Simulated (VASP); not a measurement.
# AlN (I-4m2) in VASP: notebook

The runs below take AlN through single point, with PBEsol.

All numbers are computed with VASP 6.6.1; they aren't measurements. Logs are shortened: lines on timing, memory, paths and dates and some standing lists are left out, and cuts for length are marked.

### Step 1. The cell of the first run

It takes space group I-4m2 (No. 119, tetragonal). The conventional cell has a = 3.033 Å, b = 3.033 Å, c = 4.430 Å, α = 90.00°, β = 90.00°, γ = 90.00°. Within 2.5 Å of Al (site symmetry -4m2) lie 4 N at 1.88 Å. Within 2.5 Å of N (site symmetry -4m2) lie 4 Al at 1.88 Å.

### Step 2. Single point, PBEsol (in-plane strain -0.02)

The input, INCAR:

```
ALGO = Normal
EDIFF = 1E-7
ENCUT = 520
GGA = PS
ISIF = 2
ISMEAR = 0
LASPH = T
LCHARG = F
LREAL = F
LWAVE = F
NBANDS = 11
NELM = 60
PREC = Accurate
SIGMA = 0.01
```

The input, KPOINTS:

```
k-points
0
Gamma
  10 10 10
```

The input, POSCAR:

```
AlN
1.0
    2.1449058908      2.1449058908      0.0000000000
   -2.1449058908      2.1449058908      0.0000000000
    0.0000000000      2.1449058908      2.2149436342
Al N
1 1
Direct
    0.0000000000      0.0000000000      0.0000000000
    0.2500000000      0.7500000000      0.5000000000
```

Potentials or basis: VASP PAW PBE potentials, release 64 (Al, N).

Started as:

```
$ cat potpaw_PBE.64/Al/POTCAR potpaw_PBE.64/N/POTCAR > POTCAR
$ mpirun -np 1 vasp_std > vasp.out
```

OUTCAR:

```text
EDIFF = 1E-7
   ENCUT = 520
   GGA = PS
   ISIF = 2
   ISMEAR = 0
   LASPH = T
   LREAL = F
   NELM = 60
   PREC = Accurate

 ion  position               nearest neighbor table
   1  0.000  0.000  0.000-   2 1.88   2 1.88   2 1.88   2 1.88
   2  0.250  0.750  0.500-   1 1.88   1 1.88   1 1.88   1 1.88

  LATTYP: Found a body centered tetragonal cell.
 ALAT       =     3.0333550008
 C/A-ratio  =     1.4603919644

  Lattice vectors:

 A1 = (   2.1449058908,   0.0000000000,  -2.2149436342)
 A2 = (  -2.1449058908,   0.0000000000,  -2.2149436342)
 A3 = (   0.0000000000,   2.1449058908,   2.2149436342)

Analysis of symmetry for initial positions (statically):
=====================================================================
 Subroutine PRICEL returns:
 Original cell was already a primitive cell.

 Routine SETGRP: Setting up the symmetry group for a
 body centered tetragonal supercell.

 Subroutine GETGRP returns: Found  8 space group operations
 (whereof  8 operations were pure point group operations)
 out of a pool of 16 trial point group operations.

The static configuration has the point symmetry D_2d.

Analysis of symmetry for dynamics (positions and initial velocities):
=====================================================================
 Subroutine PRICEL returns:
 Original cell was already a primitive cell.

 Routine SETGRP: Setting up the symmetry group for a
 body centered tetragonal supercell.

 Subroutine GETGRP returns: Found  8 space group operations
 (whereof  8 operations were pure point group operations)
 out of a pool of 16 trial point group operations.

The dynamic configuration has the point symmetry D_2d.

 Subroutine INISYM returns: Found  8 space group operations
 (whereof  8 operations are pure point group operations),
 and found     1 'primitive' translations

----------------------------------------------------------------------------------------

                                     Primitive cell

  volume of cell :      20.3802

  direct lattice vectors                    reciprocal lattice vectors
     2.144905891  2.144905891  0.000000000     0.233110461  0.233110461 -0.225739379
    -2.144905891  2.144905891  0.000000000    -0.233110461  0.233110461 -0.225739379
     0.000000000  2.144905891  2.214943634     0.000000000  0.000000000  0.451478758

  length of vectors
     3.033355001  3.033355001  3.083276923     0.399548796  0.399548796  0.451478758

  position of ions in fractional coordinates (direct lattice)
     0.000000000  0.000000000  0.000000000
     0.250000000  0.750000000  0.500000000

  ion indices of the primitive-cell ions
   primitive index   ion index
                 1           1
                 2           2

----------------------------------------------------------------------------------------

 KPOINTS: k-points

Automatic generation of k-mesh.
 Grid dimensions read from file:
 generate k-points for:   10   10   10

 Generating k-lattice:

  Cartesian coordinates                     Fractional coordinates (reciprocal lattice)
     0.023311046  0.023311046 -0.022573938     0.100000000  0.000000000 -0.000000000
    -0.023311046  0.023311046 -0.022573938     0.000000000  0.100000000 -0.000000000
     0.000000000  0.000000000  0.045147876     0.000000000  0.000000000  0.100000000

  Length of vectors
     0.039954880  0.039954880  0.045147876

  Shift w.r.t. Gamma in fractional coordinates (k-lattice)
     0.000000000  0.000000000  0.000000000

 Subroutine IBZKPT returns following result:
 ===========================================

 Found    102 irreducible k-points:

 Following reciprocal coordinates:
            Coordinates               Weight
  0.000000  0.000000  0.000000      1.000000
  0.100000  0.000000  0.000000      8.000000
  0.200000  0.000000  0.000000      8.000000
  0.300000  0.000000 -0.000000      8.000000
  0.400000  0.000000  0.000000      8.000000
  0.500000  0.000000  0.000000      4.000000
[... 16 lines left out ...]
  0.300000  0.300000 -0.000000      8.000000
  0.400000  0.300000 -0.000000     16.000000
 [... further k-points ...]
   k-points           NKPTS =    102   k-points in BZ     NKDIM =    102   number of bands    NBANDS=     11
   number of dos      NEDOS =    301   number of ions     NIONS =      2
   total plane-waves  NPLWV =  13824
   dimension x,y,z NGX =    24 NGY =   24 NGZ =   24
   dimension x,y,z NGXF=    48 NGYF=   48 NGZF=   48
   ions per type =               1   1
   NGX,Y,Z   is equivalent  to a cutoff of  13.15, 13.15, 12.94 a.u.
   NGXF,Y,Z  is equivalent  to a cutoff of  26.31, 26.31, 25.88 a.u.
 SYSTEM =  unknown system
   PREC   = accura    normal or accurate (medium, high low for compatibility)
   ISTART =      0    job   : 0-new  1-cont  2-samecut
   ICHARG =      2    charge: 1-file 2-atom 10-const
   ISPIN  =      1    spin polarized calculation?
   LNONCOLLINEAR =      F non collinear calculations
   LSORBIT =      F    spin-orbit coupling
   LASPH  =      T    aspherical Exc in radial PAW
   ENCUT  =  520.0 eV  38.22 Ry    6.18 a.u.   5.64  5.64  5.73*2*pi/ulx,y,z
   NELM   =     60;   NELMIN=  2; NELMDL= -5     # of ELM steps
   EDIFF  = 0.1E-06   stopping-criterion for ELM
   LREAL  =      F    real-space projection
   EDIFFG = 0.1E-05   stopping-criterion for IOM
   NSW    =      0    number of steps for IOM
   IBRION =     -1    ionic relax: 0-MD 1-quasi-New 2-CG
   NFREE  =      0    steps in history (QN), initial steepest desc. (CG)
   ISIF   =      2    stress and relaxation
   ISYM   =      2    0-nonsym 1-usesym 2-fastsym
   POTIM  = 0.5000    time-step for ionic-motion
   TEBEG  =    0.0;   TEEND  =   0.0 temperature during run
   PSTRESS=    0.0 pullay stress
   NELECT =       8.0000    total number of electrons
   NUPDOWN=      -1.0000    fix difference up-down
   EMIN   =  10.00;   EMAX   =-10.00  energy-range for DOS
   EFERMI =   0.00;   METHOD = LEGACY
   ISMEAR =     0;   SIGMA  =   0.01  broadening in eV -4-tet -1-fermi 0-gaus
   EFERMI_NEDOS =   21; number of points for ismear=-14 and -15
   IALGO  =     38    algorithm
   IMIX   =      4    mixing-type and parameters
     AMIX     =   0.40;   BMIX     =  1.00
     AMIX_MAG =   1.60;   BMIX_MAG =  1.00
  volume/ion in A,a.u.               =      10.19        68.77
  Fermi-wavevector in a.u.,A,eV,Ry     =   1.198676  2.265169 19.549176  1.436824
  Thomas-Fermi vector in A             =   2.334559
   LORBIT       =      0    0 simple, 1 ext, 2 COOP (PROOUT), +10 PAW based schemes
   GGA     = PS    functional components
   LHFCALC =     F    Hartree Fock is set to
   AEXX    =    0.0000 exact exchange contribution
   IVDW    =     0    specifies the selected vdW correction
   LEPSILON=     F    determine dielectric tensor
   LRPA    =     F    only Hartree local field effects (RPA)
 non-spin polarized calculation
 Gauss-broadening in eV      SIGMA  =   0.01
  energy-cutoff  :      520.00
  volume of cell :       20.38
 maximum number of plane-waves:       560
   NGX = 11   NGY = 11   NGZ = 11

 number of electron       7.9999999 magnetization

 Free energy of the ion-electron system (eV)
  ---------------------------------------------------
  ext. energy  EPLUGINS =         0.00000000
  ---------------------------------------------------
  free energy    TOTEN  =       -15.59411281 eV

  energy without entropy =      -15.59411281  energy(sigma->0) =      -15.59411281

 E-fermi :   6.2268     XC(G=0): -11.2268

 val. band max:        6.1472171690   @ k =   0.2000   0.0000   0.1000
 cond. band min:       9.2424222685   @ k =   0.5000   0.5000   0.0000
 fundamental gap:      3.0952050995
 Fermi energy:         6.2268269276

 k-point     1 :       0.0000    0.0000    0.0000
  band No.  band energies     occupation
      1      -8.9977      2.00000
      2       5.9971      2.00000
      3       6.1408      2.00000
      4       6.1408      2.00000
      5      10.4150      0.00000
      6      18.7709      0.00000
      7      18.7709      0.00000
      8      18.7981      0.00000
      9      23.2557      0.00000
     10      24.3903      0.00000
     11      24.4605      0.00000

 k-point     2 :       0.1000    0.0000    0.0000
  band No.  band energies     occupation
      1      -8.8457      2.00000
      2       5.2680      2.00000
      3       5.9861      2.00000
      4       6.0983      2.00000
      5      11.0737      0.00000
      6      18.3574      0.00000
      7      18.9127      0.00000
      8      18.9336      0.00000
      9      22.0822      0.00000
     10      22.9718      0.00000
     11      24.5209      0.00000

 k-point     3 :       0.2000    0.0000    0.0000
  band No.  band energies     occupation
      1      -8.4119      2.00000
      2       3.6356      2.00000
      3       5.8268      2.00000
      4       5.9925      2.00000
      5      12.1921      0.00000
      6      17.5064      0.00000
      7      18.6838      0.00000
      8      18.9897      0.00000
      9      21.8420      0.00000
     10      22.2141      0.00000
     11      23.6671      0.00000

 k-point     4 :       0.3000    0.0000   -0.0000
  band No.  band energies     occupation
      1      -7.7784      2.00000
      2       1.9463      2.00000
      3       5.6482      2.00000
      4       5.8716      2.00000
      5      13.0163      0.00000
      6      16.7093      0.00000
      7      17.9207      0.00000
      8      18.3979      0.00000
      9      22.9942      0.00000
     10      23.1252      0.00000
     11      23.6352      0.00000

 k-point     5 :       0.4000    0.0000    0.0000
  band No.  band energies     occupation
      1      -7.1384      2.00000
      2       0.6161      2.00000
      3       5.5137      2.00000
      4       5.7809      2.00000
      5      13.4181      0.00000
      6      16.1861      0.00000
      7      17.2736      0.00000
      8      17.7955      0.00000
      9      23.8098      0.00000
     10      24.9179      0.00000
     11      25.2099      0.00000
[... 211 lines left out ...]
 k-point    21 :      -0.3000    0.2000    0.0000
  band No.  band energies     occupation
      1      -7.7242      2.00000
      2       2.8673      2.00000
      3       5.0292      2.00000
      4       5.1155      2.00000
      5      12.3840      0.00000
      6      16.4660      0.00000
      7      17.6064      0.00000
      8      19.6952      0.00000
      9      20.6644      0.00000
     10      25.3587      0.00000
     11      27.5377      0.00000

 k-point    22 :      -0.2000    0.2000    0.0000
  band No.  band energies     occupation
      1      -8.2037      2.00000
      2       3.8981      2.00000
      3       5.2859      2.00000
      4       5.3664      2.00000
      5      12.3230      0.00000
      6      16.9193      0.00000
      7      18.2667      0.00000
      8      19.4404      0.00000
      9      20.0389      0.00000
     10      24.7235      0.00000
     11      27.2816      0.00000

 k-point    23 :       0.3000    0.3000   -0.0000
  band No.  band energies     occupation
      1      -6.5243      2.00000
      2       1.5199      2.00000
      3       2.8423      2.00000
      4       5.1272      2.00000
      5      12.7684      0.00000
      6      15.8740      0.00000
      7      18.5874      0.00000
      8      19.0649      0.00000
      9      23.2618      0.00000
     10      23.6616      0.00000
     11      29.8955      0.00000

 k-point    24 :       0.4000    0.3000   -0.0000
  band No.  band energies     occupation
      1      -6.2867      2.00000
      2       1.4524      2.00000
      3       2.7425      2.00000
      4       4.7937      2.00000
      5      11.7603      0.00000
      6      16.1543      0.00000
      7      19.0789      0.00000
      8      19.6564      0.00000
      9      21.9127      0.00000
     10      25.4697      0.00000
     11      30.5709      0.00000

 [... further k-points ...]
[... 5 lines left out ...]
  --------------------------------------------------------------------------------------
  -------------------------------------------------------------------------------------
  Total        0.9558610      0.9558610      0.3810850      0.0000000      0.0000000     -0.0000000
  in kB       75.1443216     75.1443216     29.9587195      0.0000000      0.0000000     -0.0000000
  external PRESSURE =      60.0824543 kB  Pullay stress =       0.0000000 kB

 VOLUME and BASIS-vectors are now :
 -----------------------------------------------------------------------------
  energy-cutoff  :      520.00
  volume of cell :       20.38
      direct lattice vectors                 reciprocal lattice vectors
     2.144905891  2.144905891  0.000000000     0.233110461  0.233110461 -0.225739379
    -2.144905891  2.144905891  0.000000000    -0.233110461  0.233110461 -0.225739379
     0.000000000  2.144905891  2.214943634     0.000000000  0.000000000  0.451478758

 POSITION                                       TOTAL-FORCE (eV/Angst)
 -----------------------------------------------------------------------------------
      0.00000      0.00000      0.00000        -0.000000      0.000000      0.000000
     -1.07245      3.21736      1.10747         0.000000     -0.000000      0.000000
 -----------------------------------------------------------------------------------
    total drift:                               -0.000000      0.000000      0.000000

  FREE ENERGIE OF THE ION-ELECTRON SYSTEM (eV)
  ---------------------------------------------------
  free  energy   TOTEN  =       -15.5941128100 eV

  energy  without entropy=      -15.5941128100  energy(sigma->0) =      -15.59411281
```

It took 9.6 s on 1 thread of Intel Xeon Platinum 8559C (Emerald Rapids), shared host; peak memory 0.14 GiB.

What came out:

- Free energy: -15.5941 eV
- Pressure: 6.0 GPa
- Band gap on the k mesh: 3.10 eV, indirect (least direct gap 4.27 eV)

Levels at points of the mesh, in eV from the valence-band top:
```tsv
k point	band 1	band 2	band 3	band 4	band 5	band 6	band 7	band 8	band 9
(0.00, 0.00, 0.00)	-15.14	-0.15	-0.01	-0.01	4.27	12.62	12.62	12.65	17.11
(0.50, 0.00, 0.00)	-12.99	-6.06	-0.68	-0.40	7.38	9.86	10.88	11.42	18.02
(0.50, 0.50, 0.00)	-12.28	-4.97	-1.96	-1.95	3.10	8.39	14.30	15.26	16.25
(0.00, 0.00, 0.50)	-12.42	-5.28	-1.69	-1.69	3.25	8.88	13.73	16.02	16.02
```

Caveat: the cell differs from its parent crystal (in-plane strain -0.02); the PAW data sets were made with another functional, which shifts forces and pressure a little. A k mesh can miss the band edges.

### Step 3. Single point, PBEsol (film at in-plane strain -0.02)

The input, INCAR:

```
  PREC = Accurate
  ENCUT = 520
  EDIFF = 1E-7
  ISMEAR = 0
  SIGMA = 0.01
  LREAL = F
  LASPH = T
  NELM = 80
  ALGO = Normal
  ISIF = 2
  LWAVE = F
  LCHARG = F
  GGA = PS
  NBANDS = 11
```

The input, KPOINTS:

```
regular mesh
0
Gamma
  10 10 10
```

POSCAR, as its differences from that of step 2:

```diff
@@ -4,3 +4,3 @@
    -2.1449058908      2.1449058908      0.0000000000
-    0.0000000000      2.1449058908      2.2149436342
+    0.0000000000      2.1449058908      2.2347606387
 Al N
```

Potentials or basis: VASP PAW PBE potentials, release 64 (Al, N).

Started as:

```
$ cat potpaw_PBE.64/Al/POTCAR potpaw_PBE.64/N/POTCAR > POTCAR
$ mpirun -np 1 vasp_std > vasp.out
```

Run time: 8.4 s. Hardware: 1 thread of Intel Xeon Platinum 8559C (Emerald Rapids), shared host; peak memory 0.14 GiB.

The run converged. Its results:

* Free energy: -15.5959 eV
* Pressure: 4.0 GPa
* Band gap on the k mesh: 3.06 eV, indirect (least direct gap 4.18 eV)

Stress tensor (GPa, compression positive):
```
 5.98  0.00  0.00
 0.00  5.98  0.00
 0.00  0.00 -0.01
```

Levels at points of the mesh, in eV from the valence-band top:
```
           k point  band 2  band 3  band 4  band 5  band 6  band 7
(0.00, 0.00, 0.00)   -0.20   -0.01   -0.01    4.16   12.51   12.51
(0.50, 0.00, 0.00)   -6.05   -0.74   -0.38    7.25    9.78   10.76
(0.50, 0.50, 0.00)   -4.93   -2.00   -1.98    3.06    8.27   14.20
(0.00, 0.00, 0.50)   -5.33   -1.65   -1.65    3.26    8.90   13.48
```

Caveat: the cell differs from its parent crystal (film at in-plane strain -0.02); the PAW data sets were made with another functional, which shifts forces and pressure a little. A k mesh can miss the band edges.

(Continued in part 2 of 3.)
